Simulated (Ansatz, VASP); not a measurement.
## BN: VASP beside Ansatz

POSCAR

```
BN
1.0
    0.0000000000      1.8224386940      1.8224386940
    1.8224386940      0.0000000000      1.8224386940
    1.8224386940      1.8224386940      0.0000000000
B N
1 1
Direct
    0.0000000000      0.0000000000      0.0000000000
    0.2500000000      0.2500000000      0.2500000000
```

File INCAR.step1:

```
PREC     = Accurate       # precision mode
ENCUT    = 520            # plane-wave cutoff, eV
ISMEAR   = 0              # smearing method
SIGMA    = 0.01           # smearing width, eV
LREAL    = F              # projectors in reciprocal space
LASPH    = T              # aspherical terms in the spheres
NELM     = 80             # most SCF steps
NBANDS   = 11             # bands
GGA      = PE             # functional
ALGO     = Normal         # electronic algorithm
EDIFF    = 1E-4           # SCF threshold, eV
LWAVE    = T              # write WAVECAR
LCHARG   = F              # write CHGCAR
```

INCAR.step2

```
PREC     = Accurate       # precision mode
ENCUT    = 520            # plane-wave cutoff, eV
EDIFF    = 1E-6           # SCF threshold, eV
ISMEAR   = 0              # smearing method
SIGMA    = 0.01           # smearing width, eV
LREAL    = F              # projectors in reciprocal space
LASPH    = T              # aspherical terms in the spheres
NELM     = 80             # most SCF steps
ALGO     = Normal         # electronic algorithm
ISIF     = 2              # what is computed and relaxed
LWAVE    = F              # write WAVECAR
LCHARG   = F              # write CHGCAR
METAGGA  = R2SCAN         # meta-GGA
LMIXTAU  = T            
NBANDS   = 11             # bands
ISTART   = 1
```

KPOINTS

```
regular mesh
0
Gamma
  10 10 10
```

Input for Ansatz:

```yaml
crystal:
  lattice:
    - [0.0, 1.822438693978362, 1.822438693978362]
    - [1.822438693978362, 0.0, 1.822438693978362]
    - [1.822438693978362, 1.822438693978362, 0.0]
  atoms:
    - { symbol: B, position: [0.0, 0.0, 0.0] }
    - { symbol: "N", position: [0.25, 0.25, 0.25] }
basis:
  ecutwfc: 600.0
kpoints:
  mp_grid:
    grid: [10, 10, 10]
hamiltonian:
  xc: r2scan
scf:
  occupations:
    method: fixed
output:
  stress: true
```

Alike in both runs: task single point; functional r2SCAN; k mesh 10 × 10 × 10; no spin polarisation.

```csv
,VASP,Ansatz
version,VASP 6.6.1,Ansatz 0.2.0
potentials or method,"VASP PAW PBE potentials, release 64 (B, N), cutoff 520 eV","plane waves, PAW"
occupations,"gaussian, width 0.01 eV",fixed
valence electrons in the cell,8,8
```

VASP gave:

| Item | Value |
| --- | --- |
| pressure (GPa) | -9.8 |

Question: What did Ansatz give for the same quantities?

Answer: Pressure (GPa): -10.8.

VASP's potentials were made for PBE, not for r2SCAN.
